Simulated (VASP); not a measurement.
# MgO (Pm-3m) in VASP: notebook, part 2 of 2

VASP 6.6.1. The steps go on from the part before.

### Step 3. G0W0 quasiparticle levels, r2SCAN

POSCAR reads:

```
MgO
1.0
    2.6233491281      0.0000000000      0.0000000000
    0.0000000000      2.6233491281      0.0000000000
    0.0000000000      0.0000000000      2.6233491281
Mg O
1 1
Direct
    0.0000000000      0.0000000000      0.0000000000
    0.5000000000      0.5000000000      0.5000000000
```

INCAR.step1 reads:

```
PREC = Accurate
ENCUT = 500
EDIFF = 1E-8
ISMEAR = 0
SIGMA = 0.01
LREAL = False
LASPH = True
NELM = 60
ALGO = Normal
LWAVE = True
LCHARG = False
METAGGA = R2SCAN
LMIXTAU = True
```

INCAR.step2 reads:

```
PREC = Accurate
ENCUT = 500
EDIFF = 1E-8
ISMEAR = 0
SIGMA = 0.01
LREAL = False
LASPH = True
NELM = 1
ALGO = Exact
LWAVE = True
LCHARG = False
METAGGA = R2SCAN
LMIXTAU = True
NBANDS = 71
LOPTICS = True
ISTART = 1
```

INCAR.step3 reads:

```
PREC = Accurate
ENCUT = 500
EDIFF = 1E-8
ISMEAR = 0
SIGMA = 0.01
LREAL = False
LASPH = True
ALGO = EVGW0
LWAVE = False
LCHARG = False
METAGGA = R2SCAN
LMIXTAU = True
NELMGW = 1
NBANDS = 71
ENCUTGW = 140.0
NOMEGA = 48
PRECFOCK = Fast
ISTART = 1
NBANDSGW = 12
```

KPOINTS reads:

```
regular mesh
0
Gamma
  6 6 6
```

Potentials or basis: VASP PAW PBE potentials, release 64 (Mg_GW, O_GW).

The run is started by

```bash
$ cat potpaw_PBE.64/Mg_GW/POTCAR potpaw_PBE.64/O_GW/POTCAR > POTCAR
$ cp INCAR.step1 INCAR
$ mpirun -np 1 vasp_std > vasp.out
$ cp INCAR.step2 INCAR
$ mpirun -np 1 vasp_std > vasp.out
$ cp INCAR.step3 INCAR
$ mpirun -np 1 vasp_std > vasp.out
```

OUTCAR:

```text
PREC = Accurate
   ENCUT = 500
   EDIFF = 1E-8
   ISMEAR = 0
   LREAL = False
   LASPH = True
   METAGGA = R2SCAN
   NELMGW = 1
   ENCUTGW = 140.0
   PRECFOCK = Fast
   ISTART = 1

 ion  position               nearest neighbor table
   1  0.000  0.000  0.000-
   2  0.500  0.500  0.500-

  LATTYP: Found a simple cubic cell.
 ALAT       =     2.6233491281

  Lattice vectors:

 A1 = (   2.6233491281,   0.0000000000,   0.0000000000)
 A2 = (   0.0000000000,   2.6233491281,   0.0000000000)
 A3 = (   0.0000000000,   0.0000000000,   2.6233491281)

Analysis of symmetry for initial positions (statically):
=====================================================================
 Subroutine PRICEL returns:
 Original cell was already a primitive cell.

 Routine SETGRP: Setting up the symmetry group for a
 simple cubic supercell.

 Subroutine GETGRP returns: Found 48 space group operations
 (whereof 48 operations were pure point group operations)
 out of a pool of 48 trial point group operations.

The static configuration has the point symmetry O_h .

Analysis of symmetry for dynamics (positions and initial velocities):
=====================================================================
 Subroutine PRICEL returns:
 Original cell was already a primitive cell.

 Routine SETGRP: Setting up the symmetry group for a
 simple cubic supercell.

 Subroutine GETGRP returns: Found 48 space group operations
 (whereof 48 operations were pure point group operations)
 out of a pool of 48 trial point group operations.

The dynamic configuration has the point symmetry O_h .

 Subroutine INISYM returns: Found 48 space group operations
 (whereof 48 operations are pure point group operations),
 and found     1 'primitive' translations

----------------------------------------------------------------------------------------

                                     Primitive cell

  volume of cell :      18.0538

  direct lattice vectors                    reciprocal lattice vectors
     2.623349128  0.000000000  0.000000000     0.381192114  0.000000000  0.000000000
     0.000000000  2.623349128  0.000000000     0.000000000  0.381192114  0.000000000
     0.000000000  0.000000000  2.623349128     0.000000000  0.000000000  0.381192114

  length of vectors
     2.623349128  2.623349128  2.623349128     0.381192114  0.381192114  0.381192114

  position of ions in fractional coordinates (direct lattice)
     0.000000000  0.000000000  0.000000000
     0.500000000  0.500000000  0.500000000

  ion indices of the primitive-cell ions
   primitive index   ion index
                 1           1
                 2           2

----------------------------------------------------------------------------------------

 KPOINTS: regular mesh

Automatic generation of k-mesh.
 Grid dimensions read from file:
 generate k-points for:    6    6    6

 Generating k-lattice:

  Cartesian coordinates                     Fractional coordinates (reciprocal lattice)
     0.063532019  0.000000000  0.000000000     0.166666667  0.000000000  0.000000000
     0.000000000  0.063532019  0.000000000     0.000000000  0.166666667  0.000000000
     0.000000000  0.000000000  0.063532019     0.000000000  0.000000000  0.166666667

  Length of vectors
     0.063532019  0.063532019  0.063532019

  Shift w.r.t. Gamma in fractional coordinates (k-lattice)
     0.000000000  0.000000000  0.000000000

 Subroutine IBZKPT returns following result:
 ===========================================

 Found     20 irreducible k-points:

 Following reciprocal coordinates:
            Coordinates               Weight
  0.000000  0.000000  0.000000      1.000000
  0.166667  0.000000  0.000000      6.000000
  0.333333  0.000000  0.000000      6.000000
  0.500000  0.000000  0.000000      3.000000
  0.166667  0.166667  0.000000     12.000000
  0.333333  0.166667  0.000000     24.000000
[... 12 lines left out ...]
  0.500000  0.500000  0.333333      6.000000
  0.500000  0.500000  0.500000      1.000000
   k-points           NKPTS =     20   k-points in BZ     NKDIM =    216   number of bands    NBANDS=     71
   number of dos      NEDOS =    301   number of ions     NIONS =      2
   total plane-waves  NPLWV =   8000
   dimension x,y,z NGX =    20 NGY =   20 NGZ =   20
   dimension x,y,z NGXF=    40 NGYF=   40 NGZF=   40
   ions per type =               1   1
   NGX,Y,Z   is equivalent  to a cutoff of  12.67, 12.67, 12.67 a.u.
   NGXF,Y,Z  is equivalent  to a cutoff of  25.35, 25.35, 25.35 a.u.
 SYSTEM =  unknown system
   PREC   = accura    normal or accurate (medium, high low for compatibility)
   ISTART =      1    job   : 0-new  1-cont  2-samecut
   ICHARG =      0    charge: 1-file 2-atom 10-const
   ISPIN  =      1    spin polarized calculation?
   LNONCOLLINEAR =      F non collinear calculations
   LSORBIT =      F    spin-orbit coupling
   LASPH  =      T    aspherical Exc in radial PAW
   ENCUT  =  500.0 eV  36.75 Ry    6.06 a.u.   4.78  4.78  4.78*2*pi/ulx,y,z
   NELM   =     60;   NELMIN=  2; NELMDL=  0     # of ELM steps
   EDIFF  = 0.1E-07   stopping-criterion for ELM
   LREAL  =      F    real-space projection
   EDIFFG = 0.1E-06   stopping-criterion for IOM
   NSW    =      0    number of steps for IOM
   IBRION =     -1    ionic relax: 0-MD 1-quasi-New 2-CG
   NFREE  =      0    steps in history (QN), initial steepest desc. (CG)
   ISIF   =      0    stress and relaxation
   ISYM   =      3    0-nonsym 1-usesym 2-fastsym
   POTIM  = 0.5000    time-step for ionic-motion
   TEBEG  =    0.0;   TEEND  =   0.0 temperature during run
   PSTRESS=    0.0 pullay stress
   NELECT =       8.0000    total number of electrons
   NUPDOWN=      -1.0000    fix difference up-down
   EMIN   =  10.00;   EMAX   =-10.00  energy-range for DOS
   EFERMI =   0.00;   METHOD = LEGACY
   ISMEAR =     0;   SIGMA  =   0.01  broadening in eV -4-tet -1-fermi 0-gaus
   EFERMI_NEDOS =   21; number of points for ismear=-14 and -15
   IALGO  =     38    algorithm
   IMIX   =      4    mixing-type and parameters
     AMIX     =   0.40;   BMIX     =  1.00
     AMIX_MAG =   1.60;   BMIX_MAG =  1.00
  volume/ion in A,a.u.               =       9.03        60.92
  Fermi-wavevector in a.u.,A,eV,Ry     =   1.248098  2.358563 21.194461  1.557749
  Thomas-Fermi vector in A             =   2.382200
   LORBIT       =      0    0 simple, 1 ext, 2 COOP (PROOUT), +10 PAW based schemes
   METAGGA = R2SCAN    functional components
   LHFCALC =     T    Hartree Fock is set to
   PRECFOCK=fast      Normal, Fast or Accurate (Low or Medium for compatibility)
   ENCUT4O =  -1.0   cutoff for four orbital integrals eV
   NKREDX  =     1    reduce k-point grid by
   NKREDY  =     1    reduce k-point grid by
   NKREDZ  =     1    reduce k-point grid by
   AEXX    =    1.0000 exact exchange contribution
   HFSCREEN=    0.0000 screening length (either q_TF or 0.3 A-1)
   HFSCREENC=   0.0000 screening length for correlation (either q_TF or 0.3 A-1)
   ENCUTFOCK=  -1.0 apply spherical cutoff to Coloumb kernel
   IVDW    =     0    specifies the selected vdW correction
   LEPSILON=     F    determine dielectric tensor
   LRPA    =     F    only Hartree local field effects (RPA)
   LRPAFORCE           =     F    calculate RPA forces
   ENCUTGW             = 140.0    cutoff for response function in eV
   ENCUTGWSOFT         = 112.0    soft cutoff for Coulomb kernel in GW response function in eV
   ENCUTLF             =  -1.0    cutoff for local field effects
   NELMGW              =     1    number of iterations in solving QP/BSE equation
   NELMHF              =     1    number of iterations in the inner HF iteration
   NKREDLFX            =     1    NKREDLFY  =   1   NKREDLFZ  =   1
 non-spin polarized calculation
 Gauss-broadening in eV      SIGMA  =   0.01
  energy-cutoff  :      500.00
  volume of cell :       18.05
 maximum number of plane-waves:       480
 NGX is ok and might be reduce to    20
  NGX = 12; NGY = 12; NGZ = 12
   NGX =  9   NGY =  9   NGZ =  9
 maximum number of plane-waves:        81

 QP shifts <psi_nk| G(iteration)W_0 |psi_nk>: iteration 1
 for sc-GW calculations column KS-energies equals QP-energies in previous step
 and V_xc(KS)=  KS-energies - (<T + V_ion + V_H > + <T+V_H+V_ion>^1  + <V_x>^1)

 k-point   1 :       0.0000    0.0000    0.0000
  band No.  KS-energies  QP-energies   sigma(KS)   V_xc(KS)     V^pw_x(r,r')   Z            occupation Imag(sigma)

      1     -14.7781     -15.8572     -21.1194     -19.5710     -29.9271       0.6969       2.0000       1.2333
      2       3.7515       2.9273     -20.7776     -19.7273     -24.6777       0.7847       2.0000       0.1229
      3       3.7515       2.9273     -20.7776     -19.7273     -24.6777       0.7847       2.0000       0.1229
      4       3.7515       2.9273     -20.7776     -19.7273     -24.6777       0.7847       2.0000       0.1229
      5       8.2563       9.1386     -10.5502     -11.6009      -7.3719       0.8397       0.0000      -0.0713
      6      16.2835      16.9158      -7.5166      -8.2718      -3.2605       0.8372       0.0000      -0.1114
      7      16.2835      16.9158      -7.5166      -8.2718      -3.2605       0.8372       0.0000      -0.1114
      8      26.5474      27.4916      -9.3268     -10.4872      -3.5775       0.8137       0.0000      -0.7096
      9      26.5474      27.4916      -9.3268     -10.4872      -3.5775       0.8137       0.0000      -0.7096
     10      26.5474      27.4916      -9.3268     -10.4872      -3.5775       0.8137       0.0000      -0.7096
     11      33.8525      34.7397      -7.6991      -8.7565      -2.6263       0.8390       0.0000      -0.6030
     12      33.8525      34.7397      -7.6991      -8.7565      -2.6263       0.8390       0.0000      -0.6030
[... 292 lines left out ...]
      1     -11.8114     -12.7958     -23.4316     -22.1306     -31.9775       0.7566       2.0000       1.1781
      2       1.0229      -0.0406     -19.2070     -17.8157     -23.4822       0.7643       2.0000       0.1667
      3       1.0229      -0.0406     -19.2070     -17.8157     -23.4822       0.7643       2.0000       0.1667
      4       1.0229      -0.0406     -19.2070     -17.8157     -23.4822       0.7643       2.0000       0.1667
      5      13.2168      13.9557      -7.3867      -8.2659      -3.3525       0.8404       0.0000      -0.0996
      6      13.2168      13.9557      -7.3867      -8.2659      -3.3525       0.8404       0.0000      -0.0996
      7      13.2168      13.9557      -7.3867      -8.2659      -3.3525       0.8404       0.0000      -0.0996
      8      22.6549      23.2120      -6.6349      -7.3207      -1.4965       0.8123       0.0000      -0.4109
      9      25.2173      26.3531     -12.0606     -13.5098      -6.2462       0.7837       0.0000      -0.5307
     10      25.2173      26.3531     -12.0606     -13.5098      -6.2462       0.7837       0.0000      -0.5307
     11      25.2173      26.3531     -12.0606     -13.5098      -6.2462       0.7837       0.0000      -0.5307
     12      42.7416      45.0349     -10.4594     -13.0343      -4.6424       0.8906       0.0000      -1.9185
```

Wall time 85 s (1 thread of Intel Xeon 6975P-C (Granite Rapids), shared host); peak memory 0.31 GiB.

What came out:

- Quasiparticle gap: 5.02 eV
- Least direct quasiparticle gap: 6.21 eV
- Band gap of the starting levels on the mesh: 3.45 eV
- Least direct gap of the starting levels on the mesh: 4.50 eV

Caveat: the k points lie up to 0.40 Å⁻¹ apart; bands, screening cutoff and mesh are small and nothing is extrapolated, so the quasiparticle values aren't converged.
